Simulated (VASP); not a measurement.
# Sn: single point with PBEsol

Crystal: Sn.

```
CELL_PARAMETERS angstrom
0.00000 3.27107 3.27107
3.27107 0.00000 3.27107
3.27107 3.27107 0.00000
ATOMIC_POSITIONS crystal
Sn 0.80750 0.89750 0.89750
Sn 0.19250 0.10250 0.10250
```

This cell differs from its parent crystal: shortest bond scaled by 0.82.

- Program: VASP 6.6.1
- Task: single point
- Functional: PBEsol
- Potentials or basis: VASP PAW PBE potentials, release 64 (Sn_d)
- Cutoff: 520 eV
- k mesh: 8 × 8 × 8
- Occupations: fermi-dirac, width 0.05 eV
- Spin: no spin polarisation
- Dipole correction: no
- Further INCAR settings: ALGO = Normal; EDIFF = 1e-07; NBANDS = 21

```yaml
Pressure: 7.0 GPa
Largest_force: 7.500 eV/Å
Band_gap_on_the_k_mesh: zero (bands 14 and 15 overlap by 1.25 eV)
```

Forces in eV/Å, atoms in the order of the input:
```
Sn  -4.330  4.330  4.330
Sn   4.330 -4.330 -4.330
```

Stress tensor (GPa, compression positive):
```
  7.04 -11.31 -11.31
-11.31   7.04  11.31
-11.31  11.31   7.04
```

Levels at points of the mesh, in eV from the Fermi level:
| k point | band 10 | band 11 | band 12 | band 13 | band 14 | band 15 | band 16 | band 17 | band 18 | band 19 |
| --- | --- | --- | --- | --- | --- | --- | --- | --- | --- | --- |
| (0.00, 0.00, 0.00) | -21.18 | -10.76 | -1.46 | -0.89 | 1.08 | 1.08 | 1.09 | 1.09 | 3.80 | 4.70 |
| (0.50, 0.00, 0.00) | -21.10 | -8.36 | -7.99 | -1.19 | -1.19 | 0.87 | 3.62 | 3.62 | 5.89 | 6.73 |
| (0.00, 0.50, 0.00) | -21.15 | -9.57 | -5.64 | -1.83 | -0.62 | -0.04 | 1.47 | 4.46 | 5.24 | 7.64 |
| (0.50, 0.50, 0.00) | -21.12 | -8.72 | -6.66 | -2.33 | -2.30 | -0.17 | 1.30 | 7.05 | 7.72 | 8.24 |

Run time: 72 s on 1 thread of Intel Xeon 8259CL (shared host), peak memory 0.24 GiB.

Caveat: the cell differs from its parent crystal (shortest bond scaled by 0.82); the cell stands under pressure; the PAW data sets were made with another functional, which shifts forces and pressure a little; spin-orbit coupling is left out, which moves the levels of the heavy elements.
